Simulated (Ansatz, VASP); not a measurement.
**Ta3Br in VASP and in Ansatz**

The input INCAR:

```
  PREC = Accurate
  ENCUT = 500
  EDIFF = 1E-7
  ISMEAR = 0
  SIGMA = 0.1
  LREAL = False
  LASPH = True
  NELM = 120
  ALGO = Normal
  ISIF = 3
  LWAVE = False
  LCHARG = False
  GGA = PE
  IBRION = 2
  NSW = 90
  EDIFFG = -0.04
  GGA_COMPAT = False
  NELMIN = 4
```

File KPOINTS:

```
Automatic mesh
0
Gamma
  4 4 4
```

File POSCAR:

```
Ta3Br
1.0
    4.2704980000      0.0000000000      0.0000000000
    0.0000000000      4.2704980000      0.0000000000
    0.0000000000      0.0000000000      4.2704980000
Ta Br
3 1
Direct
    0.0000000000      0.5000000000      0.5000000000
    0.5000000000      0.0000000000      0.5000000000
    0.5000000000      0.5000000000      0.0000000000
    0.0000000000      0.0000000000      0.0000000000
```

Input for Ansatz:

```yaml
crystal:
  lattice:
    - [4.270498, 0.0, 0.0]
    - [0.0, 4.270498, 0.0]
    - [0.0, 0.0, 4.270498]
  atoms:
    - { symbol: Ta, position: [0.0, 0.5, 0.5] }
    - { symbol: Ta, position: [0.5, 0.0, 0.5] }
    - { symbol: Ta, position: [0.5, 0.5, 0.0] }
    - { symbol: Br, position: [0.0, 0.0, 0.0] }
basis:
  ecutwfc: 420
kpoints:
  mp_grid: { grid: [4, 4, 4] }
hamiltonian:
  xc: pbe
scf:
  occupations: { method: gaussian, width: 0.1 }
  lower_state_search: "off"
output:
  forces: true
  stress: true
  eigenvalues: true
relax:
  adjacent_minimum: "off"
  f_tol: 0.04
  max_steps: 70
  cell: { stress_tol: 0.4 }
```

Alike in both runs: task relaxation of cell and atoms; functional PBE; k mesh 4 × 4 × 4; occupations gaussian, width 0.1 eV; no spin polarisation.

|  | VASP | Ansatz |
| --- | --- | --- |
| version | VASP 6.6.1 | Ansatz 0.2.0 |
| potentials or method | VASP PAW PBE potentials, release 64 (Ta_pv, Br), cutoff 500 eV | scalar-relativistic, plane waves, PAW |
| valence electrons in the cell | 40 | 46 |

```tsv
	VASP	Ansatz	Ansatz less VASP
gap on the k mesh at the Fermi level, each at its own relaxed structure (eV)	none	none	-
relaxed volume (Å³/atom)	18.88	18.92	+0.041
relaxed length of the cell vector where the two differ most in proportion (Å)	4.227	4.230	+0.0031
```

A gap of «none» marks a metal or a gap that the smearing closes. VASP's potentials hold 40 valence electrons a cell and Ansatz's 46, so a difference there can come from the potentials and not from the codes.

The k mesh is coarse, so the values compare programs but aren't converged. Neither program's run includes spin-orbit coupling.
